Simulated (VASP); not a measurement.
# Dy3Hf (Fm-3m) in VASP: further runs

Dy3Hf is run at these levels: PBE; tasks: relaxation of cell and atoms, single point.

Everything below comes from runs of VASP 6.6.1. Logs are shortened: lines on timing, memory, paths and dates and some standing lists are left out, and cuts for length are marked.

## Step 1: The cell of the first run

It takes space group Fm-3m (No. 225, cubic). The conventional cell has a = 7.684 Å, b = 7.684 Å, c = 7.684 Å, α = 90.00°, β = 90.00°, γ = 90.00°. Within 4.4 Å of Dy (site symmetry -43m) lie 10 Dy at 3.33 to 3.84 Å and 4 Hf at 3.33 Å. Within 4.4 Å of Dy (site symmetry m-3m) lie 8 Dy at 3.33 Å and 6 Hf at 3.84 Å. Hf (site symmetry m-3m) has 14 Dy at 3.33 to 3.84 Å within 4.4 Å.

The cell was built from a structure type or drawn by symmetry, and may not be a known phase.

## Step 2: Relaxation of cell and atoms, PBE

Contents of INCAR:

```
PREC = Accurate
ENCUT = 500
EDIFF = 1E-7
ISMEAR = 0
SIGMA = 0.1
LREAL = False
LASPH = True
NELM = 200
ALGO = Normal
ISIF = 3
LWAVE = False
LCHARG = False
GGA = PE
IBRION = 2
NSW = 100
EDIFFG = -0.01
GGA_COMPAT = False
NELMIN = 4
LMAXMIX = 6
```

Contents of KPOINTS:

```
regular mesh
0
Gamma
  10 10 10
```

Contents of POSCAR:

```
Dy3Hf
1.0
    0.0000000000      3.8418271789      3.8418271789
    3.8418271789      0.0000000000      3.8418271789
    3.8418271789      3.8418271789      0.0000000000
Dy Hf
3 1
Direct
    0.2500000000      0.2500000000      0.2500000000
    0.7500000000      0.7500000000      0.7500000000
    0.5000000000      0.5000000000      0.5000000000
    0.0000000000      0.0000000000      0.0000000000
```

Potentials or basis: VASP PAW PBE potentials, release 64 (Dy_3, Hf_pv), 4f in core.

Run with:

```console
$ cat potpaw_PBE.64/Dy_3/POTCAR potpaw_PBE.64/Hf_pv/POTCAR > POTCAR
$ mpirun -np 1 vasp_std > vasp.out
```

OUTCAR:

```text
PREC = Accurate
   ENCUT = 500
   EDIFF = 1E-7
   ISMEAR = 0
   LREAL = False
   LASPH = True
   NELM = 200
   ISIF = 3
   GGA = PE
   IBRION = 2
   NSW = 100
   EDIFFG = -0.01
   NELMIN = 4

 ion  position               nearest neighbor table
   1  0.250  0.250  0.250-   4 3.33   4 3.33   4 3.33   3 3.33   4 3.33   3 3.33   3 3.33   3 3.33

   2  0.750  0.750  0.750-   3 3.33   3 3.33   3 3.33   3 3.33   4 3.33   4 3.33   4 3.33   4 3.33

   3  0.500  0.500  0.500-   1 3.33   1 3.33   1 3.33   1 3.33   2 3.33   2 3.33   2 3.33   2 3.33
                             4 3.84   4 3.84   4 3.84   4 3.84   4 3.84   4 3.84
   4  0.000  0.000  0.000-   2 3.33   2 3.33   2 3.33   1 3.33   2 3.33   1 3.33   1 3.33   1 3.33
                             3 3.84   3 3.84   3 3.84   3 3.84   3 3.84   3 3.84

  LATTYP: Found a face centered cubic cell.
 ALAT       =     7.6836543578

  Lattice vectors:

 A1 = (   0.0000000000,   3.8418271789,   3.8418271789)
 A2 = (   3.8418271789,   0.0000000000,   3.8418271789)
 A3 = (   3.8418271789,   3.8418271789,   0.0000000000)

Analysis of symmetry for initial positions (statically):
=====================================================================
 Subroutine PRICEL returns:
 Original cell was already a primitive cell.

 Routine SETGRP: Setting up the symmetry group for a
 face centered cubic supercell.

 Subroutine GETGRP returns: Found 48 space group operations
 (whereof 48 operations were pure point group operations)
 out of a pool of 48 trial point group operations.

The static configuration has the point symmetry O_h .

Analysis of symmetry for dynamics (positions and initial velocities):
=====================================================================
 Subroutine PRICEL returns:
 Original cell was already a primitive cell.

 Routine SETGRP: Setting up the symmetry group for a
 face centered cubic supercell.

 Subroutine GETGRP returns: Found 48 space group operations
 (whereof 48 operations were pure point group operations)
 out of a pool of 48 trial point group operations.

The dynamic configuration has the point symmetry O_h .

 Subroutine INISYM returns: Found 48 space group operations
 (whereof 48 operations are pure point group operations),
 and found     1 'primitive' translations

----------------------------------------------------------------------------------------

                                     Primitive cell

  volume of cell :     113.4079

  direct lattice vectors                    reciprocal lattice vectors
     0.000000000  3.841827179  3.841827179    -0.130146406  0.130146406  0.130146406
     3.841827179  0.000000000  3.841827179     0.130146406 -0.130146406  0.130146406
     3.841827179  3.841827179  0.000000000     0.130146406  0.130146406 -0.130146406

  length of vectors
     5.433164101  5.433164101  5.433164101     0.225420188  0.225420188  0.225420188

  position of ions in fractional coordinates (direct lattice)
     0.250000000  0.250000000  0.250000000
     0.750000000  0.750000000  0.750000000
     0.500000000  0.500000000  0.500000000
     0.000000000  0.000000000  0.000000000

  ion indices of the primitive-cell ions
   primitive index   ion index
                 1           1
                 2           2
                 3           3
                 4           4

----------------------------------------------------------------------------------------

 KPOINTS: regular mesh

Automatic generation of k-mesh.
 Grid dimensions read from file:
 generate k-points for:   10   10   10

 Generating k-lattice:

  Cartesian coordinates                     Fractional coordinates (reciprocal lattice)
    -0.013014641  0.013014641  0.013014641     0.100000000  0.000000000  0.000000000
     0.013014641 -0.013014641  0.013014641     0.000000000  0.100000000  0.000000000
     0.013014641  0.013014641 -0.013014641     0.000000000  0.000000000  0.100000000

  Length of vectors
     0.022542019  0.022542019  0.022542019

  Shift w.r.t. Gamma in fractional coordinates (k-lattice)
     0.000000000  0.000000000  0.000000000

 Subroutine IBZKPT returns following result:
 ===========================================

 Found     47 irreducible k-points:

 Following reciprocal coordinates:
            Coordinates               Weight
  0.000000  0.000000  0.000000      1.000000
  0.100000  0.000000  0.000000      8.000000
  0.200000  0.000000  0.000000      8.000000
  0.300000  0.000000  0.000000      8.000000
  0.400000  0.000000  0.000000      8.000000
  0.500000  0.000000  0.000000      4.000000
[... 16 lines left out ...]
  0.300000  0.300000  0.000000      6.000000
  0.400000  0.300000  0.000000     24.000000
 [... further k-points ...]
   k-points           NKPTS =     47   k-points in BZ     NKDIM =     47   number of bands    NBANDS=     22
   number of dos      NEDOS =    301   number of ions     NIONS =      4
   total plane-waves  NPLWV =  64000
   dimension x,y,z NGX =    40 NGY =   40 NGZ =   40
   dimension x,y,z NGXF=    80 NGYF=   80 NGZF=   80
   ions per type =               3   1
   NGX,Y,Z   is equivalent  to a cutoff of  12.24, 12.24, 12.24 a.u.
   NGXF,Y,Z  is equivalent  to a cutoff of  24.48, 24.48, 24.48 a.u.
 SYSTEM =  unknown system
   PREC   = accura    normal or accurate (medium, high low for compatibility)
   ISTART =      0    job   : 0-new  1-cont  2-samecut
   ICHARG =      2    charge: 1-file 2-atom 10-const
   ISPIN  =      1    spin polarized calculation?
   LNONCOLLINEAR =      F non collinear calculations
   LSORBIT =      F    spin-orbit coupling
   LASPH  =      T    aspherical Exc in radial PAW
   ENCUT  =  500.0 eV  36.75 Ry    6.06 a.u.   9.91  9.91  9.91*2*pi/ulx,y,z
   NELM   =    200;   NELMIN=  4; NELMDL= -5     # of ELM steps
   EDIFF  = 0.1E-06   stopping-criterion for ELM
   LREAL  =      F    real-space projection
   EDIFFG = -.1E-01   stopping-criterion for IOM
   NSW    =    100    number of steps for IOM
   IBRION =      2    ionic relax: 0-MD 1-quasi-New 2-CG
   NFREE  =      1    steps in history (QN), initial steepest desc. (CG)
   ISIF   =      3    stress and relaxation
   ISYM   =      2    0-nonsym 1-usesym 2-fastsym
   POTIM  = 0.5000    time-step for ionic-motion
   TEBEG  =    0.0;   TEEND  =   0.0 temperature during run
   PSTRESS=    0.0 pullay stress
   NELECT =      37.0000    total number of electrons
   NUPDOWN=      -1.0000    fix difference up-down
   EMIN   =  10.00;   EMAX   =-10.00  energy-range for DOS
   EFERMI =   0.00;   METHOD = LEGACY
   ISMEAR =     0;   SIGMA  =   0.10  broadening in eV -4-tet -1-fermi 0-gaus
   EFERMI_NEDOS =   21; number of points for ismear=-14 and -15
   IALGO  =     38    algorithm
   IMIX   =      4    mixing-type and parameters
     AMIX     =   0.40;   BMIX     =  1.00
     AMIX_MAG =   1.60;   BMIX_MAG =  1.00
  volume/ion in A,a.u.               =      28.35       191.33
  Fermi-wavevector in a.u.,A,eV,Ry     =   1.127010  2.129739 17.281446  1.270150
  Thomas-Fermi vector in A             =   2.263694
   LORBIT       =      0    0 simple, 1 ext, 2 COOP (PROOUT), +10 PAW based schemes
   GGA     = PE    functional components
   LHFCALC =     F    Hartree Fock is set to
   AEXX    =    0.0000 exact exchange contribution
   IVDW    =     0    specifies the selected vdW correction
   LEPSILON=     F    determine dielectric tensor
   LRPA    =     F    only Hartree local field effects (RPA)
 conjugate gradient relaxation of ions
 non-spin polarized calculation
 Gauss-broadening in eV      SIGMA  =   0.10
  energy-cutoff  :      500.00
  volume of cell :      113.41
 maximum number of plane-waves:      2900
   NGX = 19   NGY = 19   NGZ = 19

--------------------------------------- Ionic step        1  -------------------------------------------

 number of electron      36.9999999 magnetization

 Free energy of the ion-electron system (eV)
  ---------------------------------------------------
  ext. energy  EPLUGINS =         0.00000000
  ---------------------------------------------------
  free energy    TOTEN  =       -22.42147635 eV

  energy without entropy =      -22.37005008  energy(sigma->0) =      -22.39576321

------------------------ aborting loop because EDIFF is reached ----------------------------------------

  FORCE on cell =-STRESS in cart. coord.  units (eV):
  Direction    XX          YY          ZZ          XY          YZ          ZX
  --------------------------------------------------------------------------------------
  -------------------------------------------------------------------------------------
  Total        0.2955251      0.2955251      0.2955251     -0.0000000     -0.0000000      0.0000000
  in kB        4.1750476      4.1750476      4.1750476     -0.0000000     -0.0000000      0.0000000
  external PRESSURE =       4.1750476 kB  Pullay stress =       0.0000000 kB
[... 61 lines left out ...]
  energy  without entropy=      -22.3701027805  energy(sigma->0) =      -22.39635603

--------------------------------------- Ionic step        3  -------------------------------------------

 number of electron      36.9999999 magnetization

 Free energy of the ion-electron system (eV)
  ---------------------------------------------------
  ext. energy  EPLUGINS =         0.00000000
  ---------------------------------------------------
  free energy    TOTEN  =       -22.42270445 eV

  energy without entropy =      -22.37043385  energy(sigma->0) =      -22.39656915

 E-fermi :   3.5905     XC(G=0): -10.2508

 val. band max:        3.5868236576   @ k =  -0.4000   0.1000   0.0000
 cond. band min:       3.5912004288   @ k =   0.5000   0.3000   0.0000
 fundamental gap:      0.0043767712
 Fermi energy:         3.5905370794

 k-point     1 :       0.0000    0.0000    0.0000
  band No.  band energies     occupation
      1     -27.3295      2.00000
      2     -27.3295      2.00000
      3     -27.3295      2.00000
      4     -19.7378      2.00000
      5     -19.7378      2.00000
      6     -19.7378      2.00000
[... 574 lines left out ...]
      6     -19.6819      2.00000
[... 14 lines left out ...]
     21       4.3748      0.00000
     22       4.7824      0.00000

 [... further k-points ...]
[... 5 lines left out ...]
  --------------------------------------------------------------------------------------
  -------------------------------------------------------------------------------------
  Total        0.0020096      0.0020096      0.0020096      0.0000000     -0.0000000      0.0000000
  in kB        0.0281552      0.0281552      0.0281552      0.0000000     -0.0000000      0.0000000
  external PRESSURE =       0.0281552 kB  Pullay stress =       0.0000000 kB
[... 19 lines left out ...]
  FREE ENERGIE OF THE ION-ELECTRON SYSTEM (eV)
  ---------------------------------------------------
  free  energy   TOTEN  =       -22.4227044473 eV

  energy  without entropy=      -22.3704338523  energy(sigma->0) =      -22.39656915

 reached required accuracy - stopping structural energy minimisation
```

Wall time 3.7 min (1 thread of AMD EPYC 9R45 (Zen 5), shared host); peak memory 0.27 GiB.

What came out:

```yaml
Free_energy: -22.4227 eV
Relaxed_volume: 28.59 Å³/atom
Relaxed_cell: a = 5.448 Å, b = 5.448 Å, c = 5.448 Å, α = 60.00°, β = 60.00°, γ = 60.00°
Space_group_after_relaxing_to_0.1_Å: Fm-3m (No. 225)
Energy_gained_by_relaxing: 0.3 meV/atom
Ionic_steps: 3
Pressure_after_relaxing: 0.0 GPa
Band_gap_on_the_k_mesh: zero (an odd number of electrons rules out a gap without spin polarisation)
```

Step by step:
```csv
step,energy change (eV),largest force (eV/Å),pressure (GPa),volume (Å³)
1,0.0000,0.0000,0.42,113.41
2,-0.0011,0.0000,-0.11,114.62
3,-0.0012,0.0000,0.00,114.36
```

Final structure:
```cif
data_structure
_symmetry_space_group_name_H-M 'P 1'
_symmetry_Int_Tables_number 1
_cell_length_a 5.4483
_cell_length_b 5.4483
_cell_length_c 5.4483
_cell_angle_alpha 60.000
_cell_angle_beta 60.000
_cell_angle_gamma 60.000
_cell_volume 114.36
loop_
_atom_site_label
_atom_site_type_symbol
_atom_site_fract_x
_atom_site_fract_y
_atom_site_fract_z
_atom_site_occupancy
Dy1 Dy 0.25000 0.25000 0.25000 1
Dy2 Dy 0.75000 0.75000 0.75000 1
Dy3 Dy 0.50000 0.50000 0.50000 1
Hf1 Hf 0.00000 0.00000 0.00000 1
```

Levels at points of the mesh, in eV from the Fermi level:
```csv
k point,band 16,band 17,band 18,band 19,band 20,band 21,band 22
"(0.00, 0.00, 0.00)",-0.26,-0.26,-0.26,-0.14,-0.14,-0.14,1.74
"(0.50, 0.00, 0.00)",-0.62,-0.50,-0.50,-0.45,-0.03,0.13,0.13
"(0.50, 0.50, 0.00)",-2.26,-0.07,-0.07,0.03,0.44,1.15,1.15
```

Caveat: spin-orbit coupling is left out, which moves the levels of the heavy elements; the 4f electrons are frozen in the core, so they carry no moment and show no levels. Spin polarisation is off, so any magnetic state and its effect on volume and gap are missing.

## Step 3: Single point, PBE

This run uses another cell than the first one: it holds 8 atoms, not 4.

Contents of INCAR:

```
PREC     = Accurate       # precision mode
ENCUT    = 500            # plane-wave cutoff, eV
EDIFF    = 1E-6           # SCF threshold, eV
ISMEAR   = 0              # smearing method
SIGMA    = 0.2            # smearing width, eV
LREAL    = False          # projectors in reciprocal space
LASPH    = True           # aspherical terms in the spheres
NELM     = 200            # most SCF steps
ALGO     = Normal         # electronic algorithm
ISIF     = 2              # what is computed and relaxed
LWAVE    = False          # write WAVECAR
LCHARG   = False          # write CHGCAR
GGA      = PE             # functional
NBANDS   = 47             # bands
GGA_COMPAT= False        
LMAXMIX  = 6              # l up to which the mixer works
```

Contents of KPOINTS:

```
regular mesh
0
Gamma
  6 6 6
```

Contents of POSCAR:

```
Dy3Hf
1.0
    0.0000000000      3.8376938684      3.8376938684
    3.8376938684      3.8376938684      0.0000000000
   -3.8376938684      7.6753877368     -3.8376938684
Dy Hf
6 2
Direct
    0.3750000000      0.3750000000      0.8750000000
    0.8750000000      0.8750000000      0.3750000000
    0.1250000000      0.1250000000      0.6250000000
    0.6250000000      0.6250000000      0.1250000000
    0.7500000000      0.7500000000      0.7500000000
    0.2500000000      0.2500000000      0.2500000000
    0.5000000000      0.5000000000      0.5000000000
    0.0000000000      0.0000000000      0.0000000000
```

Potentials or basis: VASP PAW PBE potentials, release 64 (Dy_3, Hf_pv), 4f in core.

Run with:

```console
$ cat potpaw_PBE.64/Dy_3/POTCAR potpaw_PBE.64/Hf_pv/POTCAR > POTCAR
$ mpirun -np 1 vasp_std > vasp.out
```

It took 6.4 min on 1 thread of AMD EPYC 9R45 (Zen 5), shared host; peak memory 0.45 GiB.

Results (log left out):

- Free energy: -44.9784 eV
- Pressure: 0.8 GPa
- Band gap on the k mesh: zero (bands 37 and 38 overlap by 0.48 eV)

Levels at points of the mesh, in eV from the Fermi level:
```tsv
k point	band 36	band 37	band 38	band 39	band 40	band 41
(0.00, 0.00, 0.00)	-0.26	-0.26	-0.13	-0.13	-0.13	-0.03
(0.50, 0.00, 0.00)	0.02	0.14	0.14	0.38	0.38	0.44
(0.50, 0.50, 0.00)	-0.08	-0.08	-0.03	0.01	0.13	0.13
(0.00, 0.00, 0.50)	-0.30	-0.30	-0.30	-0.05	-0.05	-0.05
```

Caveat: spin-orbit coupling is left out, which moves the levels of the heavy elements; the 4f electrons are frozen in the core, so they carry no moment and show no levels. Spin polarisation is off, so any magnetic state and its effect on volume and gap are missing.
